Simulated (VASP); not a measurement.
Runs of VASP 6.6.1 on I. The structure is that of space group Immm (No. 71), or close to it. The cells are those of the table. 

```tsv
task	cell	k mesh	cutoff (eV)	gap on the mesh (eV)	pressure (GPa)
single point	a = 4.539, b = 4.539, c = 2.821 Å, angles 108.5, 108.5, 111.2°, 1 atom	12 × 12 × 18	520	none	(a)
relaxation of cell and atoms	relaxed from a = 4.380, b = 4.380, c = 2.918 Å, angles 109.8, 109.8, 114.5°, 1 atom	12 × 12 × 18	600	none	0.0
single point	a = 4.492, b = 4.492, c = 2.880 Å, angles 108.5, 108.5, 111.2°, 1 atom	6 × 6 × 8	520	none	0.1
single point	a = 4.380, b = 4.380, c = 2.918 Å, angles 109.8, 109.8, 114.5°, 1 atom	12 × 12 × 18	520	none	0.0
```

Alike in all rows: level PBEsol; potentials or basis VASP PAW PBE potentials, release 64 (I); no spin polarisation; smearing gaussian 0.1 eV.

Fill in the values left out.

(a) 1.6.

Caveats: the PAW data sets were made with another functional, which shifts forces and pressure a little; spin-orbit coupling is left out, which moves the levels of the heavy elements; an odd number of electrons without spin polarisation forces a metal; a magnetic or distorted state may lie lower.

A k mesh can miss the band edges, and the runs leave out spin-orbit coupling on I.

A gap of «none» marks levels without a gap at the run's occupations.
